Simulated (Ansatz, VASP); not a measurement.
## Two plane-wave programs on Eu

```
Eu
1.0
    -2.11849    2.11849    2.11849
     2.11849   -2.11849    2.11849
     2.11849    2.11849   -2.11849
Eu
1
Direct
  0.00000 0.00000 0.00000
```

Alike in both runs: functional PBEsol; k mesh 10 × 10 × 10; occupations fermi-dirac, width 0.05 eV; collinear spin.

Ansatz relaxed the structure, and its values are those at the end. VASP's run is a single point on that final structure, the one shown.

```csv
,VASP,Ansatz
version,VASP 6.6.1,Ansatz 0.2.0
potentials or method,"VASP PAW PBE potentials, release 64 (Eu), cutoff 520 eV","plane waves (420 eV) with PAW, scalar-relativistic"
valence electrons in the cell,17,17
```

```tsv
	VASP	Ansatz	Ansatz less VASP
pressure (GPa)	-0.1	0.0	+0.04
net moment per atom (μB)	7.25	7.25	+0.007
size of the moment on the site where the two differ most (μB)	6.66	6.99	+0.324
```

VASP's potentials were made for PBE, not for PBEsol, and Ansatz warns of the same on its side. Site moments also hang on the region over which each program counts them. The functional is the same, so the differences come from potentials, cutoffs and numerics.

Spin-orbit coupling is off throughout.
